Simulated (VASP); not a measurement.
Write the native input for VASP 6.6.1 that does the following.

| Property | Result |
| --- | --- |
| Task | single point |
| Functional | LDA |
| Potentials or basis | VASP PAW LDA potentials, release 64 (Sn_d, O) |
| Cutoff | 520 eV |
| k mesh | 4 × 4 × 6 |
| Occupations | fermi-dirac, width 0.03 eV |
| Spin | no spin polarisation |
| Dipole correction | no |
| Further INCAR settings | ALGO = Normal; EDIFF = 1e-06; NBANDS = 35 |

The structure of SnO2 lies in POSCAR:

```
SnO2
1.0
    4.7373500000      0.0236867500      0.0236867500
    0.0236867500      4.7373500000      0.0236867500
    0.0159320000      0.0159320000      3.1864000000
Sn O
2 4
Direct
    0.0000000000      0.0000000000      0.0000000000
    0.5000000000      0.5000000000      0.5000000000
    0.3056200000      0.3056200000      0.0000000000
    0.1943800000      0.8056200000      0.5000000000
    0.6943800000      0.6943800000      0.0000000000
    0.8056200000      0.1943800000      0.5000000000
```

This cell differs from its parent crystal: equal xy, yz and zx shear strains of +1 %.

These files were run (other wordings do the same):

INCAR

```
PREC = Accurate ; ENCUT = 520
EDIFF = 1E-6 ; ISMEAR = -1
SIGMA = 0.03 ; LREAL = F
LASPH = T ; NELM = 100
ALGO = Normal ; ISIF = 2
LWAVE = F ; LCHARG = T
LELF = T ; LVHAR = T
NBANDS = 35
```

KPOINTS

```
regular mesh
0
Gamma
  4 4 6
```

Potentials or basis: VASP PAW LDA potentials, release 64 (Sn_d, O).

Run with:

```sh
$ cat potpaw_LDA.64/Sn_d/POTCAR potpaw_LDA.64/O/POTCAR > POTCAR
$ mpirun -np 1 vasp_std > vasp.out
```

It gave:

* Pressure: 0.1 GPa
* Largest force: 0.110 eV/Å
* Band gap on the k mesh: 1.14 eV, direct

Caveat: the cell differs from its parent crystal (equal xy, yz and zx shear strains of +1 %); spin-orbit coupling is left out, which moves the levels of the heavy elements.

Wall time 33 s on 1 thread of Intel(R) Xeon(R) Platinum 8559C (Emerald Rapids), on a shared host, peak memory 0.19 GiB.
